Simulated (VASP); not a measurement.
# YGe2Ru2 in VASP: single point with revPBE

Aim: the single point of YGe2Ru2 with revPBE.

Program: VASP 6.6.1. These are calculated values, not measurements. Logs are shortened: lines on timing, memory, paths and dates and some standing lists are left out, and cuts for length are marked.

## (1) The cell of the first run

The cell holds a disordered packing, 5 atoms: a = 4.890 Å, b = 5.112 Å, c = 4.192 Å, α = 78.99°, β = 74.84°, γ = 101.09°.

## (2) Single point, revPBE

Contents of POSCAR:

```
YGe2Ru2
1.0
    4.6925820000     -1.2332640000      0.6051630000
    0.2433270000      5.0792020000      0.5221290000
    0.7032790000      0.3488320000      4.1179000000
Y Ru Ge
1 2 2
Direct
    0.1330140000      0.0523600000      0.5785140000
    0.8671920000      0.4545310000      0.8340760000
    0.1594580000      0.6860970000      0.1836790000
    0.3537380000      0.3683130000      0.9160490000
    0.7306460000      0.9724610000      0.2234270000
```

Contents of INCAR.step1:

```
  PREC = Accurate
  ENCUT = 520
  EDIFF = 1E-6
  ISMEAR = -1
  SIGMA = 0.0195
  LREAL = F
  LASPH = T
  NELM = 80
  ALGO = Normal
  ISIF = 2
  LWAVE = F
  LCHARG = T
  LMAXMIX = 4
  GGA = RE
  NBANDS = 42
```

Contents of KPOINTS.step1:

```
Automatic mesh
0
Gamma
  4 4 5
  0.5 0.5 0.5
```

Contents of INCAR.step2:

```
  PREC = Accurate
  ENCUT = 520
  EDIFF = 1E-6
  ISMEAR = -5
  SIGMA = 0.0195
  LREAL = F
  LASPH = T
  NELM = 80
  ALGO = Normal
  ISIF = 2
  LWAVE = F
  LCHARG = F
  LMAXMIX = 4
  GGA = RE
  LORBIT = 11
  NBANDS = 42
  NEDOS = 2001
  ICHARG = 11
```

Contents of KPOINTS.step2:

```
regular mesh
0
Gamma
  6 6 8
```

Potentials or basis: VASP PAW PBE potentials, release 64 (Y_sv, Ru_pv, Ge_d).

On the command line:

```sh
cat potpaw_PBE.64/Y_sv/POTCAR potpaw_PBE.64/Ru_pv/POTCAR potpaw_PBE.64/Ge_d/POTCAR > POTCAR
cp INCAR.step1 INCAR
cp KPOINTS.step1 KPOINTS
mpirun -np 1 vasp_std > vasp.out
cp INCAR.step2 INCAR
cp KPOINTS.step2 KPOINTS
mpirun -np 1 vasp_std > vasp.out
```

OUTCAR:

```text
PREC = Accurate
   ENCUT = 520
   EDIFF = 1E-6
   ISMEAR = -5
   LREAL = F
   LASPH = T
   NELM = 80
   ISIF = 2
   GGA = RE
   LORBIT = 11
   ICHARG = 11

 ion  position               nearest neighbor table
   1  0.133  0.052  0.579-   4 2.60   3 2.73   4 2.74   5 2.78   5 2.80   2 2.86   3 2.90   2 2.94
                             5 3.06   3 3.31
   2  0.867  0.455  0.834-   4 2.38   5 2.54   3 2.59   4 2.60   3 2.64   1 2.86   1 2.94
   3  0.159  0.686  0.184-   4 2.35   2 2.59   2 2.64   1 2.73   5 2.77   1 2.90   5 2.96   1 3.31

   4  0.354  0.368  0.916-   3 2.35   2 2.38   2 2.60   1 2.60   1 2.74
   5  0.731  0.972  0.223-   2 2.54   3 2.77   1 2.78   1 2.80   3 2.96   1 3.06

  LATTYP: Found a triclinic cell.
 ALAT       =     6.2520911143
 B/A-ratio  =     1.6714461231
 C/A-ratio  =     0.8870454915
 COS(alpha) =     0.0128916357
 COS(beta)  =     0.6303882078
 COS(gamma) =     0.7377592765

  Lattice vectors:

 A1 = (   4.2326300000,   3.4971060000,  -2.9906080000)
 A2 = (   5.1792360000,   8.9251400000,   1.6494210000)
 A3 = (   3.9893030000,  -1.5820960000,  -3.5127370000)

Analysis of symmetry for initial positions (statically):
=====================================================================
 Subroutine PRICEL returns:
 Original cell was already a primitive cell.

 Routine SETGRP: Setting up the symmetry group for a
 triclinic supercell.

 Subroutine GETGRP returns: Found  1 space group operations
 (whereof  1 operations were pure point group operations)
 out of a pool of  2 trial point group operations.

The static configuration has the point symmetry C_1 .

Analysis of symmetry for dynamics (positions and initial velocities):
=====================================================================
 Subroutine PRICEL returns:
 Original cell was already a primitive cell.

 Routine SETGRP: Setting up the symmetry group for a
 triclinic supercell.

 Subroutine GETGRP returns: Found  1 space group operations
 (whereof  1 operations were pure point group operations)
 out of a pool of  2 trial point group operations.

The dynamic configuration has the point symmetry C_1 .

 Subroutine INISYM returns: Found  1 space group operations
 (whereof  1 operations are pure point group operations),
 and found     1 'primitive' translations

----------------------------------------------------------------------------------------

                                     Primitive cell

  volume of cell :      95.9662

  direct lattice vectors                    reciprocal lattice vectors
     4.692582000 -1.233264000  0.605163000     0.216050062 -0.006614763 -0.036337947
     0.243327000  5.079202000  0.522129000     0.055118950  0.196923276 -0.026095131
     0.703279000  0.348832000  4.117900000    -0.038739335 -0.023996781  0.251491150

  length of vectors
     4.889528421  5.111762874  4.192062204     0.219184467  0.206150021  0.255586345

  position of ions in fractional coordinates (direct lattice)
     0.133014000  0.052360000  0.578514000
     0.867192000  0.454531000  0.834076000
     0.159458000  0.686097000  0.183679000
     0.353738000  0.368313000  0.916049000
     0.730646000  0.972461000  0.223427000

  ion indices of the primitive-cell ions
   primitive index   ion index
                 1           1
                 2           2
                 3           3
                 4           4
                 5           5

----------------------------------------------------------------------------------------

 KPOINTS: regular mesh

Automatic generation of k-mesh.
 Grid dimensions read from file:
 generate k-points for:    6    6    8

 Generating k-lattice:

  Cartesian coordinates                     Fractional coordinates (reciprocal lattice)
     0.036008344 -0.001102461 -0.006056324     0.166666667  0.000000000  0.000000000
     0.009186492  0.032820546 -0.004349189    -0.000000000  0.166666667  0.000000000
    -0.004842417 -0.002999598  0.031436394     0.000000000  0.000000000  0.125000000

  Length of vectors
     0.036530745  0.034358337  0.031948293

  Shift w.r.t. Gamma in fractional coordinates (k-lattice)
     0.000000000  0.000000000  0.000000000

 TETIRR: Found    864 inequivalent tetrahedra from     1728

 Subroutine IBZKPT returns following result:
 ===========================================

 Found    148 irreducible k-points:

 Following reciprocal coordinates:
            Coordinates               Weight
  0.000000  0.000000  0.000000      1.000000
  0.166667 -0.000000  0.000000      2.000000
  0.333333  0.000000  0.000000      2.000000
  0.500000 -0.000000  0.000000      1.000000
 -0.000000  0.166667  0.000000      2.000000
  0.166667  0.166667  0.000000      2.000000
[... 16 lines left out ...]
  0.333333  0.000000  0.125000      2.000000
  0.500000  0.000000  0.125000      2.000000
 [... further k-points ...]
   k-points           NKPTS =    148   k-points in BZ     NKDIM =    148   number of bands    NBANDS=     42
   number of dos      NEDOS =   2001   number of ions     NIONS =      5
   total plane-waves  NPLWV =  46080
   dimension x,y,z NGX =    36 NGY =   40 NGZ =   32
   dimension x,y,z NGXF=    72 NGYF=   80 NGZF=   64
   ions per type =               1   2   2
   NGX,Y,Z   is equivalent  to a cutoff of  12.24, 13.01, 12.69 a.u.
   NGXF,Y,Z  is equivalent  to a cutoff of  24.48, 26.02, 25.38 a.u.
 SYSTEM =  unknown system
   PREC   = accura    normal or accurate (medium, high low for compatibility)
   ISTART =      0    job   : 0-new  1-cont  2-samecut
   ICHARG =     11    charge: 1-file 2-atom 10-const
   ISPIN  =      1    spin polarized calculation?
   LNONCOLLINEAR =      F non collinear calculations
   LSORBIT =      F    spin-orbit coupling
   LASPH  =      T    aspherical Exc in radial PAW
   ENCUT  =  520.0 eV  38.22 Ry    6.18 a.u.   9.09  9.50  7.79*2*pi/ulx,y,z
   NELM   =     80;   NELMIN=  2; NELMDL=  0     # of ELM steps
   EDIFF  = 0.1E-05   stopping-criterion for ELM
   LREAL  =      F    real-space projection
[... 7 lines left out ...]
   TEBEG  =    0.0;   TEEND  =   0.0 temperature during run
   PSTRESS=    0.0 pullay stress
   NELECT =      67.0000    total number of electrons
   NUPDOWN=      -1.0000    fix difference up-down
   EMIN   =  10.00;   EMAX   =-10.00  energy-range for DOS
   EFERMI =   0.00;   METHOD = LEGACY
   ISMEAR =    -5;   SIGMA  =   0.02  broadening in eV -4-tet -1-fermi 0-gaus
   EFERMI_NEDOS =   21; number of points for ismear=-14 and -15
   IALGO  =     38    algorithm
   IMIX   =      4    mixing-type and parameters
     AMIX     =   0.40;   BMIX     =  1.00
     AMIX_MAG =   1.60;   BMIX_MAG =  1.00
  volume/ion in A,a.u.               =      19.19       129.52
  Fermi-wavevector in a.u.,A,eV,Ry     =   1.452313  2.744474 28.697593  2.109214
  Thomas-Fermi vector in A             =   2.569710
   LORBIT       =     11    0 simple, 1 ext, 2 COOP (PROOUT), +10 PAW based schemes
   GGA     = RE    functional components
   LHFCALC =     F    Hartree Fock is set to
   AEXX    =    0.0000 exact exchange contribution
   IVDW    =     0    specifies the selected vdW correction
   LEPSILON=     F    determine dielectric tensor
   LRPA    =     F    only Hartree local field effects (RPA)
 non-spin polarized calculation
 Fermi weights with tetrahedron method with Bloechl corrections
  energy-cutoff  :      520.00
  volume of cell :       95.97
 maximum number of plane-waves:      2606

 number of electron      66.9999990 magnetization

 Free energy of the ion-electron system (eV)
  ---------------------------------------------------
  ext. energy  EPLUGINS =         0.00000000
  ---------------------------------------------------
  free energy    TOTEN  =       -30.24658597 eV

  energy without entropy =      -30.24658597  energy(sigma->0) =      -30.24658597

 E-fermi :   6.8136     XC(G=0): -11.3753

 val. band max:        6.8479651023   @ k =   0.5000   0.3333   0.5000
 cond. band min:       6.7894911998   @ k =   0.5000   0.1667   0.3750
 fundamental gap:     -0.0584739025
 Fermi energy:         6.8135664318

 k-point     1 :       0.0000    0.0000    0.0000
  band No.  band energies     occupation
      1     -35.7019      2.00000
      2     -35.6113      2.00000
      3     -35.3951      2.00000
      4     -35.3732      2.00000
      5     -35.2647      2.00000
      6     -35.2072      2.00000
[... 34 lines left out ...]
     41      11.3954      0.00000
     42      12.2464      0.00000

 k-point     2 :       0.1667   -0.0000    0.0000
  band No.  band energies     occupation
      1     -35.7023      2.00000
      2     -35.6114      2.00000
      3     -35.3958      2.00000
      4     -35.3730      2.00000
      5     -35.2648      2.00000
      6     -35.2070      2.00000
[... 34 lines left out ...]
     41      11.7960      0.00000
     42      12.1989      0.00000

 k-point     3 :       0.3333    0.0000    0.0000
  band No.  band energies     occupation
      1     -35.7031      2.00000
      2     -35.6116      2.00000
      3     -35.3972      2.00000
      4     -35.3728      2.00000
      5     -35.2652      2.00000
      6     -35.2067      2.00000
[... 34 lines left out ...]
     41      11.6603      0.00000
     42      12.3899      0.00000

 k-point     4 :       0.5000   -0.0000    0.0000
  band No.  band energies     occupation
      1     -35.7036      2.00000
      2     -35.6117      2.00000
      3     -35.3979      2.00000
      4     -35.3728      2.00000
      5     -35.2653      2.00000
      6     -35.2066      2.00000
[... 844 lines left out ...]
     41      11.8565      0.00000
     42      11.9892      0.00000

 k-point    23 :       0.3333    0.0000    0.1250
  band No.  band energies     occupation
      1     -35.7139      2.00000
      2     -35.6050      2.00000
      3     -35.3971      2.00000
      4     -35.3705      2.00000
      5     -35.2661      2.00000
      6     -35.2062      2.00000
[... 34 lines left out ...]
     41      11.4484      0.00000
     42      12.2720      0.00000

 k-point    24 :       0.5000    0.0000    0.1250
  band No.  band energies     occupation
      1     -35.7144      2.00000
      2     -35.6051      2.00000
      3     -35.3982      2.00000
      4     -35.3700      2.00000
      5     -35.2663      2.00000
      6     -35.2061      2.00000
[... 34 lines left out ...]
     41      11.4651      0.00000
     42      12.1243      0.00000

 [... further k-points ...]

------------------------ aborting loop because EDIFF is reached ----------------------------------------

  FORCE on cell =-STRESS in cart. coord.  units (eV):
  Direction    XX          YY          ZZ          XY          YZ          ZX
  --------------------------------------------------------------------------------------
  -------------------------------------------------------------------------------------
  Total        2.2726704      4.4950367      9.6399674      1.8615910      4.0591921      0.7444443
  in kB       37.9427315     75.0456242    160.9413716     31.0796702     67.7691039     12.4286608
  external PRESSURE =      91.3099091 kB  Pullay stress =       0.0000000 kB

 VOLUME and BASIS-vectors are now :
 -----------------------------------------------------------------------------
  energy-cutoff  :      520.00
  volume of cell :       95.97
      direct lattice vectors                 reciprocal lattice vectors
     4.692582000 -1.233264000  0.605163000     0.216050062 -0.006614763 -0.036337947
     0.243327000  5.079202000  0.522129000     0.055118950  0.196923276 -0.026095131
     0.703279000  0.348832000  4.117900000    -0.038739335 -0.023996781  0.251491150

 POSITION                                       TOTAL-FORCE (eV/Angst)
 -----------------------------------------------------------------------------------
      1.04378      0.30371      2.49010         0.376171     -0.672302     -0.564901
      4.76656      1.53013      4.19676         0.381281     -0.139781     -0.023991
      1.04439      3.35224      1.21110        -0.152596      0.429041      0.855821
      2.39380      1.75403      4.17857         1.193795      1.157276     -0.326221
      3.82237      4.11618      1.86996        -1.798651     -0.774233      0.059292
 -----------------------------------------------------------------------------------
    total drift:                               -0.007663      0.000283      0.006718

  FREE ENERGIE OF THE ION-ELECTRON SYSTEM (eV)
  ---------------------------------------------------
  free  energy   TOTEN  =       -30.2465859654 eV

  energy  without entropy=      -30.2465859654  energy(sigma->0) =      -30.24658597

 total charge

# of ion       s       p       d       f       tot
--------------------------------------------------
    1        2.256   6.477   1.313   0.074  10.120
    2        0.360   6.179   6.140   0.000  12.680
    3        0.354   6.170   6.152   0.000  12.676
    4        1.204   1.256  10.069   0.000  12.529
    5        1.203   1.082  10.019   0.000  12.304
--------------------------------------------------
tot          5.378  21.163  33.693   0.074  60.308
```

It took 3.3 min on 1 thread of Intel Xeon 6975P-C (Granite Rapids), shared host; peak memory 0.63 GiB.

Results:

```
Valence electrons inside the program's atomic spheres : Y 10.12; Ru 12.68; Ge 12.53, 12.30
```

Caveat: the PAW data sets were made with another functional, which shifts forces and pressure a little; tetrahedron occupations give inexact forces and stress in metals.
